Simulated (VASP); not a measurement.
# ScTlH6 (P1) in VASP: single point with PBEsol

Aim: the single point of ScTlH6 with PBEsol.

Everything below comes from runs of VASP 6.6.1. Logs are shortened: lines on timing, memory, paths and dates and some standing lists are left out, and cuts for length are marked.

## 1. The cell of the first run

The typed cell holds 8 atoms: a = 3.468 Å, b = 3.314 Å, c = 7.245 Å, α = 91.53°, β = 90.05°, γ = 90.00°.

## 2. Single point, PBEsol

The input, INCAR:

```
PREC = Accurate
ENCUT = 520
EDIFF = 1E-6
ISMEAR = -1
SIGMA = 0.05
LREAL = F
LASPH = T
NELM = 60
ALGO = Normal
ISIF = 2
LWAVE = F
LCHARG = F
GGA = PS
NBANDS = 25
```

The input, KPOINTS:

```
regular mesh
0
Gamma
  6 6 4
```

The input, POSCAR:

```
ScTlH6
1.0
    3.4684687841     -0.0000812661     -0.0021206014
    0.0001120926      3.3138413344     -0.0456375989
   -0.0022600340     -0.0936954289      7.2445490881
Sc Tl H
1 1 6
Direct
    0.0194960074     -0.0252789785     -0.0425110365
    0.0203013568     -0.2699039185      0.5311924041
    0.5189626472      0.8585589733      0.1668996476
    0.5198207387      0.4431708241      0.4435424306
    0.5189224390      0.1020175757      0.1742417925
    0.5192402863     -0.0225031990      0.8427739152
    0.0191052659      0.4844415619      0.1112961965
    0.0191515149      0.4652051139      0.7933791806
```

Potentials or basis: VASP PAW PBE potentials, release 64 (Sc_sv, Tl_d, H).

Started as:

```console
$ cat potpaw_PBE.64/Sc_sv/POTCAR potpaw_PBE.64/Tl_d/POTCAR potpaw_PBE.64/H/POTCAR > POTCAR
$ mpirun -np 1 vasp_std > vasp.out
```

OUTCAR:

```text
PREC = Accurate
   ENCUT = 520
   EDIFF = 1E-6
   ISMEAR = -1
   LREAL = F
   LASPH = T
   NELM = 60
   ISIF = 2
   GGA = PS

 ion  position               nearest neighbor table
   1  0.019  0.975  0.957-   6 1.92   6 1.92   7 1.99   7 2.00   8 2.04   8 2.04   2 3.17
   2  0.020  0.730  0.531-   4 2.07   4 2.07   8 2.11   1 3.17
   3  0.519  0.859  0.167-   5 0.81
   4  0.520  0.443  0.444-   2 2.07   2 2.07
   5  0.519  0.102  0.174-   3 0.81
   6  0.519  0.977  0.843-   1 1.92   1 1.92
   7  0.019  0.484  0.111-   1 1.99   1 2.00
   8  0.019  0.465  0.793-   1 2.04   1 2.04   2 2.11

  LATTYP: Found a triclinic cell.
 ALAT       =     7.2451553076
 B/A-ratio  =     0.4574305777
 C/A-ratio  =     0.4787294801
 COS(alpha) =     0.0000188138
 COS(beta)  =     0.0009229771
 COS(gamma) =     0.0267002872

  Lattice vectors:

 A1 = (   0.0022600340,   0.0936954289,  -7.2445490881)
 A2 = (   0.0001120926,   3.3138413344,  -0.0456375989)
 A3 = (   3.4684687841,  -0.0000812661,  -0.0021206014)

Analysis of symmetry for initial positions (statically):
=====================================================================
 Subroutine PRICEL returns:
 Original cell was already a primitive cell.

 Routine SETGRP: Setting up the symmetry group for a
 triclinic supercell.

 Subroutine GETGRP returns: Found  1 space group operations
 (whereof  1 operations were pure point group operations)
 out of a pool of  2 trial point group operations.

The static configuration has the point symmetry C_1 .

Analysis of symmetry for dynamics (positions and initial velocities):
=====================================================================
 Subroutine PRICEL returns:
 Original cell was already a primitive cell.

 Routine SETGRP: Setting up the symmetry group for a
 triclinic supercell.

 Subroutine GETGRP returns: Found  1 space group operations
 (whereof  1 operations were pure point group operations)
 out of a pool of  2 trial point group operations.

The dynamic configuration has the point symmetry C_1 .

 Subroutine INISYM returns: Found  1 space group operations
 (whereof  1 operations are pure point group operations),
 and found     1 'primitive' translations

[... 100 lines left out ...]
   ISPIN  =      1    spin polarized calculation?
   LNONCOLLINEAR =      F non collinear calculations
   LSORBIT =      F    spin-orbit coupling
   LASPH  =      T    aspherical Exc in radial PAW
   ENCUT  =  520.0 eV  38.22 Ry    6.18 a.u.   6.45  6.16 13.47*2*pi/ulx,y,z
   NELM   =     60;   NELMIN=  2; NELMDL= -5     # of ELM steps
   EDIFF  = 0.1E-05   stopping-criterion for ELM
   LREAL  =      F    real-space projection
   EDIFFG = 0.1E-04   stopping-criterion for IOM
   NSW    =      0    number of steps for IOM
   IBRION =     -1    ionic relax: 0-MD 1-quasi-New 2-CG
   NFREE  =      0    steps in history (QN), initial steepest desc. (CG)
   ISIF   =      2    stress and relaxation
   ISYM   =      2    0-nonsym 1-usesym 2-fastsym
   POTIM  = 0.5000    time-step for ionic-motion
   TEBEG  =    0.0;   TEEND  =   0.0 temperature during run
   PSTRESS=    0.0 pullay stress
   NELECT =      30.0000    total number of electrons
   NUPDOWN=      -1.0000    fix difference up-down
   EMIN   =  10.00;   EMAX   =-10.00  energy-range for DOS
   EFERMI =   0.00;   METHOD = LEGACY
   ISMEAR =    -1;   SIGMA  =   0.05  broadening in eV -4-tet -1-fermi 0-gaus
   EFERMI_NEDOS =   21; number of points for ismear=-14 and -15
   IALGO  =     38    algorithm
   IMIX   =      4    mixing-type and parameters
     AMIX     =   0.40;   BMIX     =  1.00
     AMIX_MAG =   1.60;   BMIX_MAG =  1.00
  volume/ion in A,a.u.               =      10.41        70.23
  Fermi-wavevector in a.u.,A,eV,Ry     =   1.164968  2.201471 18.465162  1.357151
  Thomas-Fermi vector in A             =   2.301500
   LORBIT       =      0    0 simple, 1 ext, 2 COOP (PROOUT), +10 PAW based schemes
   GGA     = PS    functional components
   LHFCALC =     F    Hartree Fock is set to
   AEXX    =    0.0000 exact exchange contribution
   IVDW    =     0    specifies the selected vdW correction
   LEPSILON=     F    determine dielectric tensor
   LRPA    =     F    only Hartree local field effects (RPA)
 non-spin polarized calculation
  energy-cutoff  :      520.00
  volume of cell :       83.25
 maximum number of plane-waves:      2264
 NGX is ok and might be reduce to    28
   NGX = 13   NGY = 13   NGZ = 27

 number of electron      29.9999995 magnetization

 Free energy of the ion-electron system (eV)
  ---------------------------------------------------
  ext. energy  EPLUGINS =         0.00000000
  ---------------------------------------------------
  free energy    TOTEN  =       -28.72890733 eV

  energy without entropy =      -28.71927654  energy(sigma->0) =      -28.72409193

 E-fermi :   2.8421     XC(G=0):  -9.4977

 val. band max:        2.8361008204   @ k =  -0.0000  -0.1667   0.2500
 cond. band min:       2.8491892109   @ k =  -0.1667   0.1667  -0.0000
 fundamental gap:      0.0130883904
 Fermi energy:         2.8420572920

 k-point     1 :       0.0000    0.0000    0.0000
  band No.  band energies     occupation
      1     -46.4424      2.00000
      2     -25.2927      2.00000
      3     -25.1017      2.00000
      4     -24.9885      2.00000
      5      -8.8077      2.00000
      6      -8.6777      2.00000
[... 661 lines left out ...]
     24      10.9988      0.00000
     25      11.4747      0.00000

 [... further k-points ...]
[... 5 lines left out ...]
  --------------------------------------------------------------------------------------
  -------------------------------------------------------------------------------------
  Total       -0.0480366     -0.0284124     -0.0246228     -0.0005407     -0.0008468      0.0018013
  in kB       -0.9244413     -0.5467828     -0.4738546     -0.0104062     -0.0162957      0.0346648
  external PRESSURE =      -0.6483596 kB  Pullay stress =       0.0000000 kB

 VOLUME and BASIS-vectors are now :
 -----------------------------------------------------------------------------
  energy-cutoff  :      520.00
  volume of cell :       83.25
      direct lattice vectors                 reciprocal lattice vectors
     3.468468784 -0.000081266 -0.002120601     0.288311717 -0.000008515  0.000089833
     0.000112093  3.313841334 -0.045637599     0.000009458  0.301818356  0.003903490
    -0.002260034 -0.093695429  7.244549088     0.000084453  0.001901326  0.138059433

 POSITION                                       TOTAL-FORCE (eV/Angst)
 -----------------------------------------------------------------------------------
      0.06557      3.14036      6.89205         0.000247     -0.003298      0.005552
      0.06930      2.36965      3.81489        -0.000599      0.002316     -0.003284
      1.79972      2.82945      1.16883         0.000232     -0.010227      0.002169
      1.80203      1.42700      3.19194         0.000191     -0.002325      0.000626
      1.79948      0.32170      1.25655         0.000131      0.011071      0.003732
      1.79917      3.16026      6.05981        -0.000295      0.000429     -0.010259
      0.06607      1.59493      0.78414         0.000178     -0.001257      0.010918
      0.06469      1.46728      5.72640        -0.000083      0.003291     -0.009455
 -----------------------------------------------------------------------------------
    total drift:                               -0.000031      0.000077     -0.000135

  FREE ENERGIE OF THE ION-ELECTRON SYSTEM (eV)
  ---------------------------------------------------
  free  energy   TOTEN  =       -28.7289073282 eV

  energy  without entropy=      -28.7192765403  energy(sigma->0) =      -28.72409193
```

stdout:

```text
POSCAR found type information on POSCAR ScTlH
 POSCAR found :  3 types and       8 ions
 scaLAPACK will be used
 -----------------------------------------------------------------------------
|                                                                             |
|                                                                             |
|     You enforced a specific xc type in the INCAR file but a different       |
|     I HOPE YOU KNOW WHAT YOU ARE DOING!                                     |
|                                                                             |
 -----------------------------------------------------------------------------

 LDA part: xc-table for (Slater+PW92), standard interpolation
 POSCAR, INCAR and KPOINTS ok, starting setup
 FFT: planning ... GRIDC
 FFT: planning ... GRID_SOFT
 FFT: planning ... GRID
 WAVECAR not read
 entering main loop
```

Wall time 4.6 min (1 thread of Intel Xeon 8259CL, shared host); peak memory 0.3 GiB.

Results:

```
Free energy            : -28.7289 eV
Pressure               : -0.1 GPa
Largest force          : 0.012 eV/Å
Band gap on the k mesh : zero (bands 15 and 16 overlap by 1.86 eV)
```

Forces on the atoms (eV/Å):
```
Sc   0.000 -0.003  0.006
Tl  -0.001  0.002 -0.003
H    0.000 -0.010  0.002
H    0.000 -0.002  0.001
H    0.000  0.011  0.004
H    0.000  0.000 -0.010
H    0.000 -0.001  0.011
H    0.000  0.003 -0.009
```

Levels at points of the mesh, in eV from the Fermi level:
| k point | band 13 | band 14 | band 15 | band 16 | band 17 | band 18 |
| --- | --- | --- | --- | --- | --- | --- |
| (0.00, 0.00, 0.00) | -3.30 | -1.30 | 0.98 | 1.95 | 2.06 | 2.50 |
| (0.50, 0.00, 0.00) | -3.90 | -3.09 | -2.59 | 1.42 | 2.19 | 2.38 |
| (0.00, 0.50, 0.00) | -3.76 | -3.22 | -2.43 | 1.69 | 2.01 | 2.24 |
| (0.50, 0.50, 0.00) | -3.17 | -2.40 | -2.08 | -0.67 | 0.48 | 2.44 |
| (0.00, 0.00, 0.50) | -3.24 | -1.83 | 0.70 | 1.90 | 2.05 | 2.50 |
| (0.50, 0.00, 0.50) | -4.78 | -2.95 | -1.04 | 0.39 | 2.19 | 2.39 |
| (0.00, 0.50, 0.50) | -4.08 | -3.10 | -1.88 | 1.13 | 2.02 | 2.23 |
| (0.50, 0.50, 0.50) | -3.02 | -2.36 | -2.12 | -0.89 | 0.50 | 1.30 |

Caveat: the PAW data sets were made with another functional, which shifts forces and pressure a little; spin-orbit coupling is left out, which moves the levels of the heavy elements.
